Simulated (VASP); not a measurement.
# CsPbI2Br (P4/mmm) in VASP: notebook

Runs on CsPbI2Br. Level: PBE. Tasks: single point.

All numbers are computed with VASP 6.6.1; they aren't measurements. Logs are shortened: lines on timing, memory, paths and dates and some standing lists are left out, and cuts for length are marked.

### 1 The cell of the first run

Symmetry: P4/mmm, No. 123, tetragonal system. Conventional cell: a = 6.375 Å, b = 6.375 Å, c = 5.962 Å, α = 90.00°, β = 90.00°, γ = 90.00°. Cs (site symmetry 4/mmm) has 8 I at 4.36 Å and 4 Br at 4.51 Å and 8 Pb at 5.40 Å within 5.7 Å. Pb (site symmetry 4/mmm) has 2 Br at 2.98 Å and 4 I at 3.19 Å within 3.9 Å. Within 4.2 Å of I (site symmetry mmm) lie 2 Pb at 3.19 Å. Within 3.9 Å of Br (site symmetry 4/mmm) lie 2 Pb at 2.98 Å.

### 2 Single point, PBE

Input file INCAR:

```
SYSTEM = CsPbI2Br
PREC     = Accurate       ! precision mode
ENCUT    = 520            ! plane-wave cutoff, eV
EDIFF    = 1E-6           ! SCF threshold, eV
ISMEAR   = 0              ! smearing method
SIGMA    = 0.01           ! smearing width, eV
LREAL    = .False.        ! projectors in reciprocal space
LASPH    = .True.         ! aspherical terms in the spheres
NELM     = 100            ! most SCF steps
ALGO     = Normal         ! electronic algorithm
ISIF     = 2              ! what is computed and relaxed
LWAVE    = .False.        ! write WAVECAR
LCHARG   = .True.         ! write CHGCAR
GGA      = PE             ! functional
LELF     = .True.         ! ELF
LVHAR    = .True.       
NBANDS   = 30             ! bands
```

Input file KPOINTS:

```
regular mesh
0
Gamma
  2 2 2
  0 0 0
```

Input file POSCAR:

```
CsPbI2Br
1.0
    6.3752960000      0.0000000000      0.0000000000
    0.0000000000      6.3752960000      0.0000000000
    0.0000000000      0.0000000000      5.9622200000
Cs Pb I Br
1 1 2 1
Direct
    0.5000000000      0.5000000000      0.5000000000
    0.0000000000      0.0000000000      0.0000000000
    0.0000000000      0.5000000000      0.0000000000
    0.5000000000      0.0000000000      0.0000000000
    0.0000000000      0.0000000000      0.5000000000
```

Potentials or basis: VASP PAW PBE potentials, release 64 (Cs_sv, Pb_d, I, Br).

Started as:

```bash
$ cat potpaw_PBE.64/Cs_sv/POTCAR potpaw_PBE.64/Pb_d/POTCAR potpaw_PBE.64/I/POTCAR potpaw_PBE.64/Br/POTCAR > POTCAR
$ mpirun -np 1 vasp_std > vasp.out
```

OUTCAR:

```text
SYSTEM = CsPbI2Br
   PREC = Accurate
   ENCUT = 520
   EDIFF = 1E-6
   ISMEAR = 0
   LREAL = .False.
   LASPH = .True.
   NELM = 100
   ISIF = 2
   GGA = PE

 ion  position               nearest neighbor table
   1  0.500  0.500  0.500-
   2  0.000  0.000  0.000-   5 2.98   5 2.98   3 3.19   4 3.19   3 3.19   4 3.19
   3  0.000  0.500  0.000-   2 3.19   2 3.19
   4  0.500  0.000  0.000-   2 3.19   2 3.19
   5  0.000  0.000  0.500-   2 2.98   2 2.98

  LATTYP: Found a simple tetragonal cell.
 ALAT       =     6.3752960000
 C/A-ratio  =     0.9352067731

  Lattice vectors:

 A1 = (   6.3752960000,   0.0000000000,   0.0000000000)
 A2 = (   0.0000000000,   6.3752960000,   0.0000000000)
 A3 = (   0.0000000000,   0.0000000000,   5.9622200000)

Analysis of symmetry for initial positions (statically):
=====================================================================
 Subroutine PRICEL returns:
 Original cell was already a primitive cell.

 Routine SETGRP: Setting up the symmetry group for a
 simple tetragonal supercell.

 Subroutine GETGRP returns: Found 16 space group operations
 (whereof 16 operations were pure point group operations)
 out of a pool of 16 trial point group operations.

The static configuration has the point symmetry D_4h.

Analysis of symmetry for dynamics (positions and initial velocities):
=====================================================================
 Subroutine PRICEL returns:
 Original cell was already a primitive cell.

 Routine SETGRP: Setting up the symmetry group for a
 simple tetragonal supercell.

 Subroutine GETGRP returns: Found 16 space group operations
 (whereof 16 operations were pure point group operations)
 out of a pool of 16 trial point group operations.

The dynamic configuration has the point symmetry D_4h.

 Subroutine INISYM returns: Found 16 space group operations
 (whereof 16 operations are pure point group operations),
 and found     1 'primitive' translations

----------------------------------------------------------------------------------------

                                     Primitive cell

  volume of cell :     242.3308

  direct lattice vectors                    reciprocal lattice vectors
     6.375296000  0.000000000  0.000000000     0.156855462  0.000000000  0.000000000
     0.000000000  6.375296000  0.000000000     0.000000000  0.156855462  0.000000000
     0.000000000  0.000000000  5.962220000     0.000000000  0.000000000  0.167722761

  length of vectors
     6.375296000  6.375296000  5.962220000     0.156855462  0.156855462  0.167722761

  position of ions in fractional coordinates (direct lattice)
     0.500000000  0.500000000  0.500000000
     0.000000000  0.000000000  0.000000000
     0.000000000  0.500000000  0.000000000
     0.500000000  0.000000000  0.000000000
     0.000000000  0.000000000  0.500000000

  ion indices of the primitive-cell ions
   primitive index   ion index
                 1           1
                 2           2
                 3           3
                 4           4
                 5           5

----------------------------------------------------------------------------------------

 KPOINTS: regular mesh

Automatic generation of k-mesh.
 Grid dimensions read from file:
 generate k-points for:    2    2    2

 Generating k-lattice:

  Cartesian coordinates                     Fractional coordinates (reciprocal lattice)
     0.078427731  0.000000000  0.000000000     0.500000000  0.000000000  0.000000000
     0.000000000  0.078427731  0.000000000     0.000000000  0.500000000  0.000000000
     0.000000000  0.000000000  0.083861380     0.000000000  0.000000000  0.500000000

  Length of vectors
     0.078427731  0.078427731  0.083861380

  Shift w.r.t. Gamma in fractional coordinates (k-lattice)
     0.000000000  0.000000000  0.000000000

 Subroutine IBZKPT returns following result:
 ===========================================

 Found      6 irreducible k-points:

 Following reciprocal coordinates:
            Coordinates               Weight
  0.000000  0.000000  0.000000      1.000000
  0.500000  0.000000  0.000000      2.000000
  0.500000  0.500000  0.000000      1.000000
  0.000000  0.000000  0.500000      1.000000
  0.500000  0.000000  0.500000      2.000000
  0.500000  0.500000  0.500000      1.000000
   k-points           NKPTS =      6   k-points in BZ     NKDIM =      6   number of bands    NBANDS=     30
   number of dos      NEDOS =    301   number of ions     NIONS =      5
   total plane-waves  NPLWV = 110592
   dimension x,y,z NGX =    48 NGY =   48 NGZ =   48
   dimension x,y,z NGXF=    96 NGYF=   96 NGZF=   96
   ions per type =               1   1   2   1
   NGX,Y,Z   is equivalent  to a cutoff of  12.52, 12.52, 13.38 a.u.
   NGXF,Y,Z  is equivalent  to a cutoff of  25.03, 25.03, 26.77 a.u.
 SYSTEM =  CsPbI2Br
   PREC   = accura    normal or accurate (medium, high low for compatibility)
   ISTART =      0    job   : 0-new  1-cont  2-samecut
   ICHARG =      2    charge: 1-file 2-atom 10-const
   ISPIN  =      1    spin polarized calculation?
   LNONCOLLINEAR =      F non collinear calculations
   LSORBIT =      F    spin-orbit coupling
   LASPH  =      T    aspherical Exc in radial PAW
   ENCUT  =  520.0 eV  38.22 Ry    6.18 a.u.  11.85 11.85 11.09*2*pi/ulx,y,z
   NELM   =    100;   NELMIN=  2; NELMDL= -5     # of ELM steps
   EDIFF  = 0.1E-05   stopping-criterion for ELM
   LREAL  =      F    real-space projection
   EDIFFG = 0.1E-04   stopping-criterion for IOM
   NSW    =      0    number of steps for IOM
   IBRION =     -1    ionic relax: 0-MD 1-quasi-New 2-CG
   NFREE  =      0    steps in history (QN), initial steepest desc. (CG)
   ISIF   =      2    stress and relaxation
   ISYM   =      2    0-nonsym 1-usesym 2-fastsym
   POTIM  = 0.5000    time-step for ionic-motion
   TEBEG  =    0.0;   TEEND  =   0.0 temperature during run
   PSTRESS=    0.0 pullay stress
   NELECT =      44.0000    total number of electrons
   NUPDOWN=      -1.0000    fix difference up-down
   EMIN   =  10.00;   EMAX   =-10.00  energy-range for DOS
   EFERMI =   0.00;   METHOD = LEGACY
   ISMEAR =     0;   SIGMA  =   0.01  broadening in eV -4-tet -1-fermi 0-gaus
   EFERMI_NEDOS =   21; number of points for ismear=-14 and -15
   IALGO  =     38    algorithm
   IMIX   =      4    mixing-type and parameters
     AMIX     =   0.40;   BMIX     =  1.00
     AMIX_MAG =   1.60;   BMIX_MAG =  1.00
  volume/ion in A,a.u.               =      48.47       327.07
  Fermi-wavevector in a.u.,A,eV,Ry     =   0.927021  1.751815 11.692406  0.859368
  Thomas-Fermi vector in A             =   2.053046
   LORBIT       =      0    0 simple, 1 ext, 2 COOP (PROOUT), +10 PAW based schemes
   GGA     = PE    functional components
   LHFCALC =     F    Hartree Fock is set to
   AEXX    =    0.0000 exact exchange contribution
   IVDW    =     0    specifies the selected vdW correction
   LEPSILON=     F    determine dielectric tensor
   LRPA    =     F    only Hartree local field effects (RPA)
 non-spin polarized calculation
 Gauss-broadening in eV      SIGMA  =   0.01
  energy-cutoff  :      520.00
  volume of cell :      242.33
 maximum number of plane-waves:      6558
 NGX is ok and might be reduce to    48
   NGX = 23   NGY = 23   NGZ = 23

 number of electron      43.9999998 magnetization

 Free energy of the ion-electron system (eV)
  ---------------------------------------------------
  ext. energy  EPLUGINS =         0.00000000
  ---------------------------------------------------
  free energy    TOTEN  =       -13.99794485 eV

  energy without entropy =      -13.99794485  energy(sigma->0) =      -13.99794485

 E-fermi :   1.2859     XC(G=0):  -7.3088

 val. band max:        1.2377481547   @ k =   0.5000   0.5000   0.5000
 cond. band min:       2.6267660676   @ k =   0.5000   0.5000   0.5000
 fundamental gap:      1.3890179129
 Fermi energy:         1.2859136383

 k-point     1 :       0.0000    0.0000    0.0000
  band No.  band energies     occupation
      1     -20.1009      2.00000
      2     -15.6627      2.00000
      3     -15.6507      2.00000
      4     -15.6015      2.00000
      5     -15.5833      2.00000
      6     -15.5833      2.00000
[... 22 lines left out ...]
     29       6.7347      0.00000
     30       6.7404      0.00000

 k-point     2 :       0.5000    0.0000    0.0000
  band No.  band energies     occupation
      1     -20.1007      2.00000
      2     -15.6613      2.00000
      3     -15.6426      2.00000
      4     -15.6020      2.00000
      5     -15.5838      2.00000
      6     -15.5833      2.00000
[... 22 lines left out ...]
     29       6.5020      0.00000
     30       7.2911      0.00000

 k-point     3 :       0.5000    0.5000    0.0000
  band No.  band energies     occupation
      1     -20.1004      2.00000
      2     -15.6583      2.00000
      3     -15.6360      2.00000
      4     -15.6024      2.00000
      5     -15.5838      2.00000
      6     -15.5838      2.00000
[... 22 lines left out ...]
     29       7.1546      0.00000
     30       7.1546      0.00000

 k-point     4 :       0.0000    0.0000    0.5000
  band No.  band energies     occupation
      1     -20.1003      2.00000
      2     -15.6507      2.00000
      3     -15.6221      2.00000
      4     -15.6015      2.00000
      5     -15.5840      2.00000
      6     -15.5840      2.00000
[... 22 lines left out ...]
     29       6.7665      0.00000
     30       6.9893      0.00000

 k-point     5 :       0.5000    0.0000    0.5000
  band No.  band energies     occupation
      1     -20.1001      2.00000
      2     -15.6442      2.00000
      3     -15.6188      2.00000
      4     -15.6020      2.00000
      5     -15.5845      2.00000
      6     -15.5840      2.00000
[... 22 lines left out ...]
     29       7.1242      0.00000
     30       7.4624      0.00000

 k-point     6 :       0.5000    0.5000    0.5000
  band No.  band energies     occupation
      1     -20.0999      2.00000
      2     -15.6360      2.00000
      3     -15.6170      2.00000
      4     -15.6024      2.00000
      5     -15.5845      2.00000
      6     -15.5845      2.00000
[... 22 lines left out ...]
     29       6.4013      0.00000
     30       7.2717      0.00000

------------------------ aborting loop because EDIFF is reached ----------------------------------------

  FORCE on cell =-STRESS in cart. coord.  units (eV):
  Direction    XX          YY          ZZ          XY          YZ          ZX
  --------------------------------------------------------------------------------------
  -------------------------------------------------------------------------------------
  Total        2.0724281      2.0724281      1.7417322      0.0000000     -0.0000000      0.0000000
  in kB       13.7019174     13.7019174     11.5155120      0.0000000     -0.0000000      0.0000000
  external PRESSURE =      12.9731156 kB  Pullay stress =       0.0000000 kB

 VOLUME and BASIS-vectors are now :
 -----------------------------------------------------------------------------
  energy-cutoff  :      520.00
  volume of cell :      242.33
      direct lattice vectors                 reciprocal lattice vectors
     6.375296000  0.000000000  0.000000000     0.156855462  0.000000000  0.000000000
     0.000000000  6.375296000  0.000000000     0.000000000  0.156855462  0.000000000
     0.000000000  0.000000000  5.962220000     0.000000000  0.000000000  0.167722761

 POSITION                                       TOTAL-FORCE (eV/Angst)
 -----------------------------------------------------------------------------------
      3.18765      3.18765      2.98111         0.000000      0.000000      0.000000
      0.00000      0.00000      0.00000         0.000000      0.000000      0.000000
      0.00000      3.18765      0.00000         0.000000      0.000000      0.000000
      3.18765      0.00000      0.00000         0.000000      0.000000      0.000000
      0.00000      0.00000      2.98111         0.000000      0.000000      0.000000
 -----------------------------------------------------------------------------------
    total drift:                                0.000000     -0.000000      0.000000

  FREE ENERGIE OF THE ION-ELECTRON SYSTEM (eV)
  ---------------------------------------------------
  free  energy   TOTEN  =       -13.9979448456 eV

  energy  without entropy=      -13.9979448456  energy(sigma->0) =      -13.99794485
```

Wall time 59 s (1 thread of Intel Xeon Platinum 8488C (Sapphire Rapids), shared host); peak memory 0.34 GiB.

What came out:

* Free energy: -13.9979 eV
* Pressure: 1.3 GPa
* Band gap on the k mesh: 1.39 eV, direct

Caveat: the k points lie up to 0.53 Å⁻¹ apart; spin-orbit coupling is left out, which moves the levels of the heavy elements. A k mesh can miss the band edges.

(Continued in part 2 of 2.)
